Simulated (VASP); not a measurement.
BeAl3: single point with PBE

Crystal: BeAl3.

```
Be Al
1.0
    -1.94219    1.94219    3.85189
     1.94219   -1.94219    3.85189
     1.94219    1.94219   -3.85189
Be Al
1 3
Direct
  0.00000 0.00000 0.00000
  0.75000 0.25000 0.50000
  0.25000 0.75000 0.50000
  0.50000 0.50000 0.00000
```

```
Program             : VASP 6.6.1
Task                : single point
Functional          : PBE
Potentials or basis : VASP PAW PBE potentials, release 64 (Be, Al)
Cutoff              : 520 eV
k mesh              : 8 × 8 × 8
Occupations         : methfessel-paxton, width 0.1 eV
Spin                : no spin polarisation
```

| Item | Value |
| --- | --- |
| Pressure | 0.8 GPa |
| Band gap on the k mesh | zero (an odd number of electrons rules out a gap without spin polarisation) |

Stress tensor (GPa, compression positive):
```
0.95 0.00 0.00
0.00 0.95 0.00
0.00 0.00 0.37
```

Levels at points of the mesh, in eV from the Fermi level:
```csv
k point,band 2,band 3,band 4,band 5,band 6,band 7,band 8,band 9
"(0.00, 0.00, 0.00)",-2.56,-0.54,-0.43,-0.43,-0.35,-0.35,0.30,1.17
"(0.50, 0.00, 0.00)",-7.87,-3.55,-3.37,0.02,0.29,1.73,2.54,4.22
"(0.50, 0.50, 0.00)",-6.36,-4.61,-4.30,-3.93,-3.14,1.62,2.33,3.62
"(0.50, 0.50, 0.50)",-8.32,-2.68,-2.68,-0.72,-0.71,5.75,6.20,6.20
```

Run time: 36 s on 1 thread of Intel(R) Xeon(R) Platinum 8488C (Sapphire Rapids) (shared host), peak memory 0.21 GiB.
